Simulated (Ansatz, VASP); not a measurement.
**LiF in VASP and in Ansatz**

File INCAR:

```
SYSTEM = LiF
PREC = Accurate
ENCUT = 520
EDIFF = 1E-6
ISMEAR = 0
SIGMA = 0.05
LREAL = .False.
LASPH = .True.
NELM = 80
ALGO = Normal
ISIF = 2
LWAVE = .False.
LCHARG = .False.
GGA = CA
NBANDS = 12
```

The input KPOINTS:

```
Automatic mesh
0
Gamma
  10 10 10
  0 0 0
```

POSCAR

```
LiF
1.0
    2.5595330000      0.0000000000      0.0000000000
    0.0000000000      2.5595330000      0.0000000000
    0.0000000000      0.0000000000      2.5595330000
Li F
1 1
Direct
    0.0586044407      0.0000000000      0.0000000000
    0.5000000000      0.5000000000      0.5000000000
```

Input for Ansatz:

```yaml
crystal:
  lattice:
    - [2.559533, 0.0, 0.0]
    - [0.0, 2.559533, 0.0]
    - [0.0, 0.0, 2.559533]
  atoms:
    - { symbol: Li, position: [0.0586044407, 0.0, 0.0] }
    - { symbol: F, position: [0.5, 0.5, 0.5] }
basis:
  ecutwfc: 420
kpoints:
  mp_grid: { grid: [10, 10, 10] }
hamiltonian:
  xc: lda
scf:
  occupations: { method: gaussian, width: 0.05 }
output:
  forces: true
  stress: true
  eigenvalues: true
```

Change from the starting cell: all Li atoms moved -0.150 Å, as atom 1 towards its neighbour atom 1 (Li) at 2.560 Å.

Alike in both runs: task single point; functional LDA; k mesh 10 × 10 × 10; occupations gaussian, width 0.05 eV; no spin polarisation.

|  | VASP | Ansatz |
| --- | --- | --- |
| version | VASP 6.6.1 | Ansatz 0.2.0 |
| potentials or method | VASP PAW LDA potentials, release 64 (Li_sv, F), cutoff 520 eV | scalar-relativistic, plane waves, PAW |
| valence electrons in the cell | 10 | 10 |

```tsv
	VASP	Ansatz	Ansatz less VASP
gap on the k mesh at the Fermi level (eV)	7.28	7.28	+0.004
least direct gap on the mesh (eV)	7.95	7.95	+0.004
rms of the force components (eV/Å)	0.049	0.050	+0.0010
```

LDA's correlation is that of Perdew and Zunger in VASP and of Perdew and Wang (1992) in Ansatz. Atom by atom the forces differ by 0.001 eV/Å (rms over components).

Noted on VASP's run: the cutoff is short for stress, so the pressure is rough.
